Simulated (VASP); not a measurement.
# Cu (Cmcm) in VASP: further runs

Cu is run at these levels: PBE; tasks: single point.

All numbers are computed with VASP 6.6.1; they aren't measurements. Logs are shortened: lines on timing, memory, paths and dates and some standing lists are left out, and cuts for length are marked.

### 1 The cell of the first run

It takes space group Cmcm (No. 63, orthorhombic). Conventional cell: a = 2.437 Å, b = 7.953 Å, c = 2.475 Å, α = 90.00°, β = 90.00°, γ = 90.00°. Within 3.2 Å of Cu (site symmetry m2m) lie 10 Cu at 2.44 to 2.54 Å.

### 2 Single point, PBE, collinear spin

Contents of INCAR:

```
SYSTEM = Cu
PREC = Accurate ; ENCUT = 520
EDIFF = 1E-7 ; ISMEAR = -1
SIGMA = 0.05 ; LREAL = .FALSE.
LASPH = .TRUE. ; NELM = 150
ALGO = Normal ; ISIF = 2
LWAVE = .FALSE. ; LCHARG = .FALSE.
ISPIN = 2 ; MAGMOM = 0.9 0.9
LORBIT = 11 ; NUPDOWN = 1.8
LMAXMIX = 4 ; GGA = PE
NBANDS = 22
```

Contents of KPOINTS:

```
regular mesh
0
G
  14 14 13
  0 0 0
```

Contents of POSCAR:

```
Cu
1.0
    1.2184636900     -3.9763780104      0.0000000000
    1.2184636900      3.9763780104      0.0000000000
    0.0000000000      0.0000000000      2.4754955235
Cu
2
Direct
    0.1338666500      0.8661333500      0.2500000000
    0.8661333500      0.1338666500      0.7500000000
```

Potentials or basis: VASP PAW PBE potentials, release 64 (Cu).

On the command line:

```sh
$ cat potpaw_PBE.64/Cu/POTCAR > POTCAR
$ mpirun -np 1 vasp_std > vasp.out
```

OUTCAR:

```text
SYSTEM = Cu
   PREC = Accurate
   ENCUT = 520
   EDIFF = 1E-7
   ISMEAR = -1
   LREAL = .FALSE.
   LASPH = .TRUE.
   NELM = 150
   ISIF = 2
   ISPIN = 2
   LORBIT = 11
   NUPDOWN = 1.8
   GGA = PE

 ion  position               nearest neighbor table
   1  0.134  0.866  0.250-   2 2.46   2 2.46   2 2.54   2 2.54   2 2.54   2 2.54
   2  0.866  0.134  0.750-   1 2.46   1 2.46   1 2.54   1 2.54   1 2.54   1 2.54

  LATTYP: Found a base centered orthorhombic cell.
 ALAT       =     2.4369273800
 B/A-ratio  =     3.2634357864
 C/A-ratio  =     1.0158265461

  Lattice vectors:

 A1 = (   1.2184636900,  -3.9763780104,   0.0000000000)
 A2 = (   1.2184636900,   3.9763780104,   0.0000000000)
 A3 = (   0.0000000000,   0.0000000000,   2.4754955235)

Analysis of symmetry for initial positions (statically):
=====================================================================
 Subroutine PRICEL returns:
 Original cell was already a primitive cell.

 Routine SETGRP: Setting up the symmetry group for a
 base centered orthorhombic supercell.

 Subroutine GETGRP returns: Found  8 space group operations
 (whereof  4 operations were pure point group operations)
 out of a pool of  8 trial point group operations.

The static configuration has the point symmetry C_2h.
 The point group associated with its full space group is D_2h.

Analysis of symmetry for dynamics (positions and initial velocities):
=====================================================================
 Subroutine PRICEL returns:
 Original cell was already a primitive cell.

 Routine SETGRP: Setting up the symmetry group for a
 base centered orthorhombic supercell.

 Subroutine GETGRP returns: Found  8 space group operations
 (whereof  4 operations were pure point group operations)
 out of a pool of  8 trial point group operations.

The dynamic configuration has the point symmetry C_2h.
 The point group associated with its full space group is D_2h.

Analysis of structural, dynamic, and magnetic symmetry:
=====================================================================
 Subroutine PRICEL returns:
 Original cell was already a primitive cell.

 Routine SETGRP: Setting up the symmetry group for a
 base centered orthorhombic supercell.

 Subroutine GETGRP returns: Found  8 space group operations
 (whereof  4 operations were pure point group operations)
 out of a pool of  8 trial point group operations.

The overall configuration has the point symmetry C_2h.
 The point group associated with its full space group is D_2h.

 Subroutine INISYM returns: Found  8 space group operations
 (whereof  4 operations are pure point group operations),
 and found     1 'primitive' translations

----------------------------------------------------------------------------------------

                                     Primitive cell

  volume of cell :      23.9879

  direct lattice vectors                    reciprocal lattice vectors
     1.218463690 -3.976378010  0.000000000     0.410352811 -0.125742572  0.000000000
     1.218463690  3.976378010  0.000000000     0.410352811  0.125742572  0.000000000
     0.000000000  0.000000000  2.475495523     0.000000000  0.000000000  0.403959527

  length of vectors
     4.158874348  4.158874348  2.475495523     0.429186001  0.429186001  0.403959527

  position of ions in fractional coordinates (direct lattice)
     0.133866650  0.866133350  0.250000000
     0.866133350  0.133866650  0.750000000

  ion indices of the primitive-cell ions
   primitive index   ion index
                 1           1
                 2           2

----------------------------------------------------------------------------------------

 KPOINTS: regular mesh

Automatic generation of k-mesh.
 Grid dimensions read from file:
 generate k-points for:   14   14   13

 Generating k-lattice:

  Cartesian coordinates                     Fractional coordinates (reciprocal lattice)
     0.029310915 -0.008981612  0.000000000     0.071428571  0.000000000  0.000000000
     0.029310915  0.008981612  0.000000000     0.000000000  0.071428571  0.000000000
     0.000000000  0.000000000  0.031073810     0.000000000  0.000000000  0.076923077

  Length of vectors
     0.030656143  0.030656143  0.031073810

  Shift w.r.t. Gamma in fractional coordinates (k-lattice)
     0.000000000  0.000000000  0.000000000

 Subroutine IBZKPT returns following result:
 ===========================================

 Found    399 irreducible k-points:

 Following reciprocal coordinates:
            Coordinates               Weight
  0.000000  0.000000  0.000000      1.000000
  0.071429  0.000000  0.000000      4.000000
  0.142857  0.000000  0.000000      4.000000
  0.214286  0.000000  0.000000      4.000000
  0.285714  0.000000  0.000000      4.000000
  0.357143  0.000000  0.000000      4.000000
[... 16 lines left out ...]
  0.214286  0.142857  0.000000      4.000000
  0.285714  0.142857  0.000000      4.000000
 [... further k-points ...]
   k-points           NKPTS =    399   k-points in BZ     NKDIM =    399   number of bands    NBANDS=     22
   number of dos      NEDOS =    301   number of ions     NIONS =      2
   total plane-waves  NPLWV =  18432
   dimension x,y,z NGX =    32 NGY =   32 NGZ =   18
   dimension x,y,z NGXF=    64 NGYF=   64 NGZF=   36
   ions per type =               2
   NGX,Y,Z   is equivalent  to a cutoff of  12.79, 12.79, 12.09 a.u.
   NGXF,Y,Z  is equivalent  to a cutoff of  25.58, 25.58, 24.18 a.u.
 SYSTEM =  Cu
   PREC   = accura    normal or accurate (medium, high low for compatibility)
   ISTART =      0    job   : 0-new  1-cont  2-samecut
   ICHARG =      2    charge: 1-file 2-atom 10-const
   ISPIN  =      2    spin polarized calculation?
   LNONCOLLINEAR =      F non collinear calculations
   LSORBIT =      F    spin-orbit coupling
   LASPH  =      T    aspherical Exc in radial PAW
   ENCUT  =  520.0 eV  38.22 Ry    6.18 a.u.   7.73  7.73  4.60*2*pi/ulx,y,z
   NELM   =    150;   NELMIN=  2; NELMDL= -5     # of ELM steps
   EDIFF  = 0.1E-06   stopping-criterion for ELM
   LREAL  =      F    real-space projection
   EDIFFG = 0.1E-05   stopping-criterion for IOM
   NSW    =      0    number of steps for IOM
   IBRION =     -1    ionic relax: 0-MD 1-quasi-New 2-CG
   NFREE  =      0    steps in history (QN), initial steepest desc. (CG)
   ISIF   =      2    stress and relaxation
   ISYM   =      2    0-nonsym 1-usesym 2-fastsym
   POTIM  = 0.5000    time-step for ionic-motion
   TEBEG  =    0.0;   TEEND  =   0.0 temperature during run
   PSTRESS=    0.0 pullay stress
   NELECT =      22.0000    total number of electrons
   NUPDOWN=       1.8000    fix difference up-down
   EMIN   =  10.00;   EMAX   =-10.00  energy-range for DOS
   EFERMI =   0.00;   METHOD = LEGACY
   ISMEAR =    -1;   SIGMA  =   0.05  broadening in eV -4-tet -1-fermi 0-gaus
   EFERMI_NEDOS =   21; number of points for ismear=-14 and -15
   IALGO  =     38    algorithm
   IMIX   =      4    mixing-type and parameters
     AMIX     =   0.40;   BMIX     =  1.00
     AMIX_MAG =   1.60;   BMIX_MAG =  1.00
  volume/ion in A,a.u.               =      11.99        80.94
  Fermi-wavevector in a.u.,A,eV,Ry     =   1.590566  3.005733 34.421366  2.529899
  Thomas-Fermi vector in A             =   2.689241
   LORBIT       =     11    0 simple, 1 ext, 2 COOP (PROOUT), +10 PAW based schemes
   GGA     = PE    functional components
   LHFCALC =     F    Hartree Fock is set to
   AEXX    =    0.0000 exact exchange contribution
   IVDW    =     0    specifies the selected vdW correction
   LEPSILON=     F    determine dielectric tensor
   LRPA    =     F    only Hartree local field effects (RPA)
 spin polarized calculation
  energy-cutoff  :      520.00
  volume of cell :       23.99
 maximum number of plane-waves:       672
   NGX = 15   NGY = 15   NGZ =  9

 number of electron      21.9999989 magnetization       1.7999999

 Free energy of the ion-electron system (eV)
  ---------------------------------------------------
  ext. energy  EPLUGINS =         0.00000000
  ---------------------------------------------------
  free energy    TOTEN  =        -4.81154476 eV

  energy without entropy =       -4.78864721  energy(sigma->0) =       -4.80009598

 E-fermi :   5.5957     XC(G=0): -12.6377

 val. band max:       10.3971556249   @ k =   0.2143   0.0000   0.3846
 cond. band min:       5.5962992130   @ k =   0.2857   0.2143   0.3846
 fundamental gap:     -4.8008564119
 Fermi energy:        10.4166738706

 spin component 1

 k-point     1 :       0.0000    0.0000    0.0000
  band No.  band energies     occupation
      1      -2.2470      1.00000
      2       1.7874      1.00000
      3       2.3916      1.00000
      4       2.8423      1.00000
      5       3.6083      1.00000
      6       3.8654      1.00000
[... 14 lines left out ...]
     21      31.9889      0.00000
     22      34.2331      0.00000
[... 552 lines left out ...]
  band No.  band energies     occupation
      1       1.3683      1.00000
      2       2.3669      1.00000
      3       2.7513      1.00000
      4       3.1916      1.00000
      5       3.6480      1.00000
      6       3.7784      1.00000
[... 14 lines left out ...]
     21      33.6059      0.00000
     22      34.8653      0.00000

 [... further k-points ...]

 spin component 2

 k-point     1 :       0.0000    0.0000    0.0000
  band No.  band energies     occupation
      1      -1.4570      1.00000
      2       2.4264      1.00000
      3       3.0648      1.00000
      4       3.5151      1.00000
      5       4.1888      1.00000
      6       4.4518      1.00000
[... 14 lines left out ...]
     21      32.6328      0.00000
     22      35.0785      0.00000
[... 552 lines left out ...]
  band No.  band energies     occupation
      1       2.0761      1.00000
      2       3.0053      1.00000
      3       3.4040      1.00000
      4       3.7903      1.00000
      5       4.2498      1.00000
      6       4.3109      1.00000
[... 14 lines left out ...]
     21      34.3005      0.00000
     22      35.6707      0.00000

 [... further k-points ...]
[... 5 lines left out ...]
  --------------------------------------------------------------------------------------
  -------------------------------------------------------------------------------------
  Total        3.5490389      2.3313848      2.0330034      0.0000000      0.0000000      0.0000000
  in kB      237.0439904    155.7156094    135.7864043      0.0000000      0.0000000      0.0000000
  external PRESSURE =     176.1820014 kB  Pullay stress =       0.0000000 kB

 VOLUME and BASIS-vectors are now :
 -----------------------------------------------------------------------------
  energy-cutoff  :      520.00
  volume of cell :       23.99
      direct lattice vectors                 reciprocal lattice vectors
     1.218463690 -3.976378010  0.000000000     0.410352811 -0.125742572  0.000000000
     1.218463690  3.976378010  0.000000000     0.410352811  0.125742572  0.000000000
     0.000000000  0.000000000  2.475495523     0.000000000  0.000000000  0.403959527

 POSITION                                       TOTAL-FORCE (eV/Angst)
 -----------------------------------------------------------------------------------
      1.21846      2.91177      0.61887         0.000000      0.018932      0.000000
      1.21846     -2.91177      1.85662         0.000000     -0.018932     -0.000000
 -----------------------------------------------------------------------------------
    total drift:                                0.000000      0.000000      0.000000

  FREE ENERGIE OF THE ION-ELECTRON SYSTEM (eV)
  ---------------------------------------------------
  free  energy   TOTEN  =        -4.8115447577 eV

  energy  without entropy=       -4.7886472052  energy(sigma->0) =       -4.80009598

 total charge

# of ion       s       p       d       tot
------------------------------------------
    1        0.483   0.454   9.058   9.995
    2        0.483   0.454   9.058   9.995
--------------------------------------------------
tot          0.966   0.908  18.115  19.990

 magnetization (x)

# of ion       s       p       d       tot
------------------------------------------
    1        0.087   0.184   0.439   0.711
    2        0.087   0.184   0.439   0.711
--------------------------------------------------
tot          0.174   0.368   0.879   1.421
```

Wall time 7.8 min (1 thread of Intel Xeon Platinum 8259CL at 2.50GHz (Skylake/Cascade Lake), shared host); peak memory 0.39 GiB.

What came out:

```
Free energy                                           : -4.8115 eV
Pressure                                              : 17.6 GPa
Largest force                                         : 0.019 eV/Å
Net moment                                            : 1.80 μB per cell
Site moments                                          : Cu +0.71 μB
Valence electrons inside the program's atomic spheres : Cu 9.99
```

Forces in eV/Å, atoms in the order of the input:
```
Cu   0.000  0.019  0.000
Cu   0.000 -0.019  0.000
```

Caveat: the cell stands under pressure; the total moment is fixed, so each spin has its own Fermi level.

### 3 Single point, PBE, collinear spin

Contents of INCAR:

```
PREC     = Accurate       # precision mode
ENCUT    = 520            # plane-wave cutoff, eV
EDIFF    = 1E-6           # SCF threshold, eV
ISMEAR   = -1             # smearing method
SIGMA    = 0.05           # smearing width, eV
LREAL    = F              # projectors in reciprocal space
LASPH    = T              # aspherical terms in the spheres
NELM     = 150            # most SCF steps
ALGO     = Normal         # electronic algorithm
ISIF     = 2              # what is computed and relaxed
LWAVE    = F              # write WAVECAR
LCHARG   = T              # write CHGCAR
ISPIN    = 2              # spin polarisation
MAGMOM   = 0.4 0.4        # initial moments
LORBIT   = 11             # projections on sites
NUPDOWN  = 0.8            # fixed moment
LMAXMIX  = 4              # l up to which the mixer works
GGA      = PE             # functional
LELF     = T              # ELF
LVHAR    = T            
NBANDS   = 22             # bands
```

Contents of KPOINTS:

```
Automatic mesh
0
Gamma
  14 14 13
```

POSCAR is that of step 2.

Potentials or basis: VASP PAW PBE potentials, release 64 (Cu).

On the command line:

```sh
$ cat potpaw_PBE.64/Cu/POTCAR > POTCAR
$ mpirun -np 1 vasp_std > vasp.out
```

Run time: 2.4 min. Hardware: 1 thread of Intel Xeon 6975P-C (Granite Rapids), shared host; peak memory 0.39 GiB.

The run converged. Its results:

```
Free energy                                           : -6.6550 eV
Pressure                                              : 9.5 GPa
Largest force                                         : 0.031 eV/Å
Net moment                                            : 0.80 μB per cell
Site moments                                          : Cu +0.31 μB
Valence electrons inside the program's atomic spheres : Cu 10.03
```

Forces in eV/Å, atoms in the order of the input:
```
Cu   0.000  0.031  0.000
Cu   0.000 -0.031  0.000
```

Stress tensor (GPa, compression positive):
```
8.61 0.00 0.00
0.00 9.98 0.00
0.00 0.00 9.85
```

Caveat: the cell stands under pressure; the total moment is fixed, so each spin has its own Fermi level.
